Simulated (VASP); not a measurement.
# PbSe: relaxation of cell and atoms with r2SCAN

PbSe:

```
CELL_PARAMETERS angstrom
0.00000 3.05000 3.05000
3.05000 0.00000 3.05000
3.05000 3.05000 0.00000
ATOMIC_POSITIONS crystal
Pb 0.00000 0.00000 0.00000
Se 0.50000 0.50000 0.50000
```

```
Program                : VASP 6.6.1
Task                   : relaxation of cell and atoms
Functional             : r2SCAN
Potentials or basis    : VASP PAW PBE potentials, release 64 (Pb_d, Se)
Cutoff                 : 600 eV
k mesh                 : 10 × 10 × 10
Occupations            : gaussian, width 0.01 eV
Spin                   : no spin polarisation
Dipole correction      : no
Further INCAR settings : ALGO = Normal; EDIFF = 1e-06; IBRION = 2; EDIFFG = -0.005; NSW = 80; ISIF = 3
```

```json
{
 "Relaxed volume": "29.49 Å³/atom",
 "Relaxed cell": "a = 4.369 Å, b = 4.369 Å, c = 4.369 Å, α = 60.00°, β = 60.00°, γ = 60.00°",
 "Space group after relaxing (to 0.1 Å)": "Fm-3m (No. 225)",
 "Energy gained by relaxing": "7.3 meV/atom",
 "Ionic steps": "3",
 "Pressure after relaxing": "0.0 GPa",
 "Band gap on the k mesh": "0.67 eV"
}
```

The path:
```
step  energy change (eV)  largest force (eV/Å)  pressure (GPa)  volume (Å³)
   1              0.0000                0.0000            2.17        56.75
   2             -0.0120                0.0000           -0.83        59.97
   3             -0.0146                0.0000            0.01        58.97
```

Final structure:
```
Pb Se
1.0
     0.00000    3.08939    3.08939
     3.08939    0.00000    3.08939
     3.08939    3.08939    0.00000
Pb Se
1 1
Direct
  0.00000 0.00000 0.00000
  0.50000 0.50000 0.50000
```

Levels at points of the mesh, in eV from the valence-band top:
| k point | band 6 | band 7 | band 8 | band 9 | band 10 | band 11 | band 12 | band 13 | band 14 |
| --- | --- | --- | --- | --- | --- | --- | --- | --- | --- |
| (0.00, 0.00, 0.00) | -13.88 | -6.38 | -1.87 | -1.87 | -1.87 | 5.00 | 5.00 | 5.00 | 7.04 |
| (0.50, 0.00, 0.00) | -12.85 | -8.88 | -1.47 | -1.47 | 0.00 | 0.67 | 2.00 | 2.00 | 9.07 |
| (0.50, 0.50, 0.00) | -12.49 | -7.48 | -4.89 | -3.19 | -3.19 | 4.16 | 5.91 | 5.91 | 6.37 |

Wall time 2.9 min on 1 thread of Intel(R) Xeon(R) 6975P-C (Granite Rapids), with other jobs on the host, peak memory 0.26 GiB.

Caveat: the PAW data sets were made with another functional, which shifts forces and pressure a little; spin-orbit coupling is left out, which moves the levels of the heavy elements. A k mesh can miss the band edges.
